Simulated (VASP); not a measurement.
# Te2As3 (P-3m1) in VASP: a series of runs

Runs on Te2As3. Level: PBE. Tasks: single point.

Program: VASP 6.6.1. These are calculated values, not measurements. Logs are shortened: lines on timing, memory, paths and dates and some standing lists are left out, and cuts for length are marked.

## 1. The cell of the first run

It takes space group P-3m1 (No. 164, trigonal). Conventional cell: a = 4.984 Å, b = 4.984 Å, c = 6.356 Å, α = 90.00°, β = 90.00°, γ = 120.00°. Within 3.9 Å of Te (site symmetry 3m) lie 8 As at 2.99 to 3.34 Å and 3 Te at 3.83 Å. As (site symmetry 3m) has 5 Te at 2.99 to 3.34 Å and 6 As at 3.55 to 3.63 Å within 3.9 Å. As (site symmetry -3m) has 6 Te at 3.14 Å and 6 As at 3.55 Å within 4.1 Å.

The cell was generated, and may not be a known phase.

## 2. Single point, PBE

Input file INCAR:

```
PREC     = Accurate       # precision mode
ENCUT    = 520            # plane-wave cutoff, eV
EDIFF    = 1E-6           # SCF threshold, eV
ISMEAR   = 0              # smearing method
SIGMA    = 0.1            # smearing width, eV
LREAL    = F              # projectors in reciprocal space
LASPH    = T              # aspherical terms in the spheres
NELM     = 80             # most SCF steps
ALGO     = Normal         # electronic algorithm
ISIF     = 2              # what is computed and relaxed
LWAVE    = F              # write WAVECAR
LCHARG   = F              # write CHGCAR
GGA      = PE             # functional
NBANDS   = 22             # bands
```

Input file KPOINTS:

```
regular mesh
0
Gamma
  6 6 4
```

Input file POSCAR:

```
Te2As3
1.0
    4.9844579400      0.0000000000      0.0000000000
   -2.4922289700      4.3166672000      0.0000000000
    0.0000000000      0.0000000000      6.3564545600
Te As
2 3
Direct
    0.3333333300      0.6666666700      0.1991098700
    0.6666666700      0.3333333300      0.8008901300
    0.3333333300      0.6666666700      0.6736396600
    0.6666666700      0.3333333300      0.3263603400
    0.0000000000      0.0000000000      0.0000000000
```

Potentials or basis: VASP PAW PBE potentials, release 64 (Te, As).

Run with:

```console
cat potpaw_PBE.64/Te/POTCAR potpaw_PBE.64/As/POTCAR > POTCAR
mpirun -np 1 vasp_std > vasp.out
```

OUTCAR:

```text
PREC = Accurate
   ENCUT = 520
   EDIFF = 1E-6
   ISMEAR = 0
   LREAL = F
   LASPH = T
   NELM = 80
   ISIF = 2
   GGA = PE

 ion  position               nearest neighbor table
   1  0.333  0.667  0.199-   4 2.99   4 2.99   4 2.99   3 3.02   5 3.14   5 3.14   5 3.14
   2  0.667  0.333  0.801-   3 2.99   3 2.99   3 2.99   4 3.02   5 3.14   5 3.14   5 3.14
   3  0.333  0.667  0.674-   2 2.99   2 2.99   2 2.99   1 3.02
   4  0.667  0.333  0.326-   1 2.99   1 2.99   1 2.99   2 3.02
   5  0.000  0.000  0.000-   1 3.14   2 3.14   1 3.14   2 3.14   2 3.14   1 3.14

  LATTYP: Found a hexagonal cell.
 ALAT       =     4.9844579400
 C/A-ratio  =     1.2752549297

  Lattice vectors:

 A1 = (   4.9844579400,   0.0000000000,   0.0000000000)
 A2 = (  -2.4922289700,   4.3166672000,   0.0000000000)
 A3 = (   0.0000000000,   0.0000000000,   6.3564545600)

Analysis of symmetry for initial positions (statically):
=====================================================================
 Subroutine PRICEL returns:
 Original cell was already a primitive cell.

 Routine SETGRP: Setting up the symmetry group for a
 hexagonal supercell.

 Subroutine GETGRP returns: Found 12 space group operations
 (whereof 12 operations were pure point group operations)
 out of a pool of 24 trial point group operations.

The static configuration has the point symmetry D_3d.

Analysis of symmetry for dynamics (positions and initial velocities):
=====================================================================
 Subroutine PRICEL returns:
 Original cell was already a primitive cell.

 Routine SETGRP: Setting up the symmetry group for a
 hexagonal supercell.

 Subroutine GETGRP returns: Found 12 space group operations
 (whereof 12 operations were pure point group operations)
 out of a pool of 24 trial point group operations.

The dynamic configuration has the point symmetry D_3d.

 Subroutine INISYM returns: Found 12 space group operations
 (whereof 12 operations are pure point group operations),
 and found     1 'primitive' translations

----------------------------------------------------------------------------------------

                                     Primitive cell

  volume of cell :     136.7670

  direct lattice vectors                    reciprocal lattice vectors
     4.984457940  0.000000000  0.000000000     0.200623621  0.115830102  0.000000000
    -2.492228970  4.316667200  0.000000000     0.000000000  0.231660203  0.000000000
     0.000000000  0.000000000  6.356454560     0.000000000  0.000000000  0.157320404

  length of vectors
     4.984457940  4.984457940  6.356454560     0.231660203  0.231660203  0.157320404

  position of ions in fractional coordinates (direct lattice)
     0.333333330  0.666666670  0.199109870
     0.666666670  0.333333330  0.800890130
     0.333333330  0.666666670  0.673639660
     0.666666670  0.333333330  0.326360340
     0.000000000  0.000000000  0.000000000

  ion indices of the primitive-cell ions
   primitive index   ion index
                 1           1
                 2           2
                 3           3
                 4           4
                 5           5

----------------------------------------------------------------------------------------

 KPOINTS: regular mesh

Automatic generation of k-mesh.
 Grid dimensions read from file:
 generate k-points for:    6    6    4

 Generating k-lattice:

  Cartesian coordinates                     Fractional coordinates (reciprocal lattice)
     0.033437270  0.019305017  0.000000000     0.166666667  0.000000000  0.000000000
     0.000000000  0.038610034  0.000000000     0.000000000  0.166666667  0.000000000
     0.000000000  0.000000000  0.039330101     0.000000000  0.000000000  0.250000000

  Length of vectors
     0.038610034  0.038610034  0.039330101

  Shift w.r.t. Gamma in fractional coordinates (k-lattice)
     0.000000000  0.000000000  0.000000000

 Subroutine IBZKPT returns following result:
 ===========================================

 Found     24 irreducible k-points:

 Following reciprocal coordinates:
            Coordinates               Weight
  0.000000  0.000000  0.000000      1.000000
  0.166667  0.000000  0.000000      6.000000
  0.333333  0.000000  0.000000      6.000000
  0.500000  0.000000  0.000000      3.000000
  0.166667  0.166667  0.000000      6.000000
  0.333333  0.166667  0.000000     12.000000
[... 16 lines left out ...]
  0.333333  0.166667  0.500000     12.000000
  0.333333  0.333333  0.500000      2.000000
   k-points           NKPTS =     24   k-points in BZ     NKDIM =     24   number of bands    NBANDS=     22
   number of dos      NEDOS =    301   number of ions     NIONS =      5
   total plane-waves  NPLWV =  76800
   dimension x,y,z NGX =    40 NGY =   40 NGZ =   48
   dimension x,y,z NGXF=    80 NGYF=   80 NGZF=   96
   ions per type =               2   3
   NGX,Y,Z   is equivalent  to a cutoff of  13.34, 13.34, 12.55 a.u.
   NGXF,Y,Z  is equivalent  to a cutoff of  26.68, 26.68, 25.11 a.u.
 SYSTEM =  unknown system
   PREC   = accura    normal or accurate (medium, high low for compatibility)
   ISTART =      0    job   : 0-new  1-cont  2-samecut
   ICHARG =      2    charge: 1-file 2-atom 10-const
   ISPIN  =      1    spin polarized calculation?
   LNONCOLLINEAR =      F non collinear calculations
   LSORBIT =      F    spin-orbit coupling
   LASPH  =      T    aspherical Exc in radial PAW
   ENCUT  =  520.0 eV  38.22 Ry    6.18 a.u.   9.27  9.27 11.82*2*pi/ulx,y,z
   NELM   =     80;   NELMIN=  2; NELMDL= -5     # of ELM steps
   EDIFF  = 0.1E-05   stopping-criterion for ELM
   LREAL  =      F    real-space projection
   EDIFFG = 0.1E-04   stopping-criterion for IOM
   NSW    =      0    number of steps for IOM
   IBRION =     -1    ionic relax: 0-MD 1-quasi-New 2-CG
   NFREE  =      0    steps in history (QN), initial steepest desc. (CG)
   ISIF   =      2    stress and relaxation
   ISYM   =      2    0-nonsym 1-usesym 2-fastsym
   POTIM  = 0.5000    time-step for ionic-motion
   TEBEG  =    0.0;   TEEND  =   0.0 temperature during run
   PSTRESS=    0.0 pullay stress
   NELECT =      27.0000    total number of electrons
   NUPDOWN=      -1.0000    fix difference up-down
   EMIN   =  10.00;   EMAX   =-10.00  energy-range for DOS
   EFERMI =   0.00;   METHOD = LEGACY
   ISMEAR =     0;   SIGMA  =   0.10  broadening in eV -4-tet -1-fermi 0-gaus
   EFERMI_NEDOS =   21; number of points for ismear=-14 and -15
   IALGO  =     38    algorithm
   IMIX   =      4    mixing-type and parameters
     AMIX     =   0.40;   BMIX     =  1.00
     AMIX_MAG =   1.60;   BMIX_MAG =  1.00
  volume/ion in A,a.u.               =      27.35       184.59
  Fermi-wavevector in a.u.,A,eV,Ry     =   0.953240  1.801362 12.363159  0.908667
  Thomas-Fermi vector in A             =   2.081877
   LORBIT       =      0    0 simple, 1 ext, 2 COOP (PROOUT), +10 PAW based schemes
   GGA     = PE    functional components
   LHFCALC =     F    Hartree Fock is set to
   AEXX    =    0.0000 exact exchange contribution
   IVDW    =     0    specifies the selected vdW correction
   LEPSILON=     F    determine dielectric tensor
   LRPA    =     F    only Hartree local field effects (RPA)
 non-spin polarized calculation
 Gauss-broadening in eV      SIGMA  =   0.10
  energy-cutoff  :      520.00
  volume of cell :      136.77
 maximum number of plane-waves:      3744
 NGX is ok and might be reduce to    40
   NGX = 19   NGY = 19   NGZ = 23

 number of electron      27.0000000 magnetization

 Free energy of the ion-electron system (eV)
  ---------------------------------------------------
  ext. energy  EPLUGINS =         0.00000000
  ---------------------------------------------------
  free energy    TOTEN  =       -17.66740127 eV

  energy without entropy =      -17.64188920  energy(sigma->0) =      -17.65464524

 E-fermi :   5.4075     XC(G=0):  -9.4326

 val. band max:        5.3860019658   @ k =   0.3333   0.0000   0.5000
 cond. band min:       5.4103466557   @ k =   0.0000   0.0000   0.2500
 fundamental gap:      0.0243446899
 Fermi energy:         5.4075287585

 k-point     1 :       0.0000    0.0000    0.0000
  band No.  band energies     occupation
      1      -8.5900      2.00000
      2      -6.3679      2.00000
      3      -4.7677      2.00000
      4      -4.0911      2.00000
      5      -2.6342      2.00000
      6       1.0582      2.00000
[... 14 lines left out ...]
     21       9.4912      0.00000
     22       9.4912      0.00000

 k-point     2 :       0.1667    0.0000    0.0000
  band No.  band energies     occupation
      1      -8.4068      2.00000
      2      -6.2536      2.00000
      3      -4.7750      2.00000
      4      -4.4682      2.00000
      5      -3.0750      2.00000
      6       0.5116      2.00000
[... 14 lines left out ...]
     21       9.9711      0.00000
     22      10.3638      0.00000

 k-point     3 :       0.3333    0.0000    0.0000
  band No.  band energies     occupation
      1      -7.8847      2.00000
      2      -6.1457      2.00000
      3      -5.2377      2.00000
      4      -4.6613      2.00000
      5      -3.8829      2.00000
      6      -0.0945      2.00000
[... 14 lines left out ...]
     21      10.6079      0.00000
     22      10.8919      0.00000

 k-point     4 :       0.5000    0.0000    0.0000
  band No.  band energies     occupation
      1      -7.3332      2.00000
      2      -6.6074      2.00000
      3      -5.1856      2.00000
      4      -4.6401      2.00000
      5      -4.3893      2.00000
      6      -0.2921      2.00000
[... 14 lines left out ...]
     21      10.0802      0.00000
     22      11.4911      0.00000

 k-point     5 :       0.1667    0.1667    0.0000
  band No.  band energies     occupation
      1      -8.0517      2.00000
      2      -6.1065      2.00000
      3      -4.9816      2.00000
      4      -4.8265      2.00000
      5      -3.6929      2.00000
      6      -0.0935      2.00000
[... 14 lines left out ...]
     21      10.4170      0.00000
     22      10.8927      0.00000

 k-point     6 :       0.3333    0.1667    0.0000
  band No.  band energies     occupation
      1      -7.4204      2.00000
      2      -6.3867      2.00000
      3      -5.1688      2.00000
      4      -4.9222      2.00000
      5      -4.3442      2.00000
      6      -0.2304      2.00000
[... 14 lines left out ...]
     21      10.3457      0.00000
     22      11.9333      0.00000

 k-point     7 :       0.3333    0.3333    0.0000
  band No.  band energies     occupation
      1      -6.8248      2.00000
      2      -6.8248      2.00000
      3      -5.2811      2.00000
      4      -4.7751      2.00000
      5      -4.7751      2.00000
      6       0.1155      2.00000
[... 324 lines left out ...]
      6       0.5053      2.00000
[... 14 lines left out ...]
     21      11.3663      0.00000
     22      11.6264      0.00000

 k-point    21 :       0.5000    0.0000    0.5000
  band No.  band energies     occupation
      1      -6.7461      2.00000
      2      -6.7147      2.00000
      3      -5.8432      2.00000
      4      -5.2590      2.00000
      5      -4.1977      2.00000
      6       0.3064      2.00000
[... 14 lines left out ...]
     21      11.3254      0.00000
     22      11.6073      0.00000

 k-point    22 :       0.1667    0.1667    0.5000
  band No.  band energies     occupation
      1      -7.5152      2.00000
      2      -7.1103      2.00000
      3      -4.5994      2.00000
      4      -4.4988      2.00000
      5      -4.3375      2.00000
      6       0.9557      2.00000
[... 14 lines left out ...]
     21      11.3244      0.00000
     22      11.7098      0.00000

 k-point    23 :       0.3333    0.1667    0.5000
  band No.  band energies     occupation
      1      -6.8648      2.00000
      2      -6.6970      2.00000
      3      -5.4757      2.00000
      4      -5.2305      2.00000
      5      -4.6178      2.00000
      6       0.5161      2.00000
[... 14 lines left out ...]
     21      11.0824      0.00000
     22      11.2276      0.00000

 k-point    24 :       0.3333    0.3333    0.5000
  band No.  band energies     occupation
      1      -6.4698      2.00000
      2      -6.4698      2.00000
      3      -5.5148      2.00000
      4      -5.5148      2.00000
      5      -5.2590      2.00000
      6       0.1617      2.00000
[... 14 lines left out ...]
     21      11.0145      0.00000
     22      11.1907      0.00000

------------------------ aborting loop because EDIFF is reached ----------------------------------------

  FORCE on cell =-STRESS in cart. coord.  units (eV):
  Direction    XX          YY          ZZ          XY          YZ          ZX
  --------------------------------------------------------------------------------------
  -------------------------------------------------------------------------------------
  Total       -1.5905196     -1.5905196     -2.7792086      0.0000000     -0.0000000      0.0000000
  in kB      -18.6323721    -18.6323721    -32.5574418      0.0000000     -0.0000000      0.0000000
  external PRESSURE =     -23.2740620 kB  Pullay stress =       0.0000000 kB

 VOLUME and BASIS-vectors are now :
 -----------------------------------------------------------------------------
  energy-cutoff  :      520.00
  volume of cell :      136.77
      direct lattice vectors                 reciprocal lattice vectors
     4.984457940  0.000000000  0.000000000     0.200623621  0.115830102  0.000000000
    -2.492228970  4.316667200  0.000000000     0.000000000  0.231660203  0.000000000
     0.000000000  0.000000000  6.356454560     0.000000000  0.000000000  0.157320404

 POSITION                                       TOTAL-FORCE (eV/Angst)
 -----------------------------------------------------------------------------------
     -0.00000      2.87778      1.26563         0.000000      0.000000      0.617005
      2.49223      1.43889      5.09082        -0.000000     -0.000000     -0.617005
     -0.00000      2.87778      4.28196         0.000000     -0.000000      0.161399
      2.49223      1.43889      2.07449        -0.000000      0.000000     -0.161399
      0.00000      0.00000      0.00000        -0.000000      0.000000     -0.000000
 -----------------------------------------------------------------------------------
    total drift:                                0.000000     -0.000000     -0.000000

  FREE ENERGIE OF THE ION-ELECTRON SYSTEM (eV)
  ---------------------------------------------------
  free  energy   TOTEN  =       -17.6674012747 eV

  energy  without entropy=      -17.6418891983  energy(sigma->0) =      -17.65464524
```

Wall time 46 s (1 thread of Intel Xeon Platinum 8488C (Sapphire Rapids), shared host); peak memory 0.28 GiB.

Results:

```yaml
Free_energy: -17.6674 eV
Pressure: -2.3 GPa
Largest_force: 0.617 eV/Å
Band_gap_on_the_k_mesh: zero (an odd number of electrons rules out a gap without spin polarisation)
```

Forces in eV/Å, atoms in the order of the input:
```
Te   0.000  0.000  0.617
Te   0.000  0.000 -0.617
As   0.000  0.000  0.161
As   0.000  0.000 -0.161
As   0.000  0.000  0.000
```

Caveat: spin-orbit coupling is left out, which moves the levels of the heavy elements; an odd number of electrons without spin polarisation forces a metal; a magnetic or distorted state may lie lower.

[end of part 1 of 2]

The gap in the log of VASP goes by the Fermi energy; the results here count the filled bands.